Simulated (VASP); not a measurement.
Crystal: CuO.

```
Cu O
1.0
     2.83633    0.00000    0.00000
    -1.41816    2.45633    0.00000
     0.00000    0.00000    2.76811
Cu O
1 1
Direct
  0.00000 0.00000 0.00000
  0.66667 0.33333 0.50000
```

```yaml
Program: VASP 6.6.1
Task: relaxation of cell and atoms
Functional: PBE
Potentials_or_basis: VASP PAW PBE potentials, release 64 (Cu, O)
Cutoff: 600 eV
k_mesh: 9 × 9 × 8
Occupations: fermi-dirac, width 0.05 eV
Spin: no spin polarisation
```

At the start: pressure -0.6 GPa; volume 9.64 Å³/atom.

**Question.** Where does the relaxation end?

**Answer.** Over 5 steps the energy falls by 9.6 meV/atom and the volume is 9.69 Å³/atom (+0.5 %); space group P-6m2 (No. 187, to 0.05 Å).

The path:
```csv
step,energy change (eV),largest force (eV/Å),pressure (GPa),volume (Å³)
1,0.0000,0.0000,-0.55,19.29
2,-0.0164,0.0000,1.23,19.19
3,-0.0177,0.0000,2.05,19.15
4,-0.0189,0.0000,-0.85,19.50
5,-0.0192,0.0000,0.08,19.38
```

Final structure:
```cif
data_structure
_symmetry_space_group_name_H-M 'P 1'
_symmetry_Int_Tables_number 1
_cell_length_a 2.8852
_cell_length_b 2.8852
_cell_length_c 2.6887
_cell_angle_alpha 90.000
_cell_angle_beta 90.000
_cell_angle_gamma 120.000
_cell_volume 19.38
loop_
_atom_site_label
_atom_site_type_symbol
_atom_site_fract_x
_atom_site_fract_y
_atom_site_fract_z
_atom_site_occupancy
Cu1 Cu 0.00000 0.00000 0.00000 1
O1 O 0.66667 0.33333 0.50000 1
```

Caveat: an odd number of electrons without spin polarisation forces a metal; a magnetic or distorted state may lie lower.
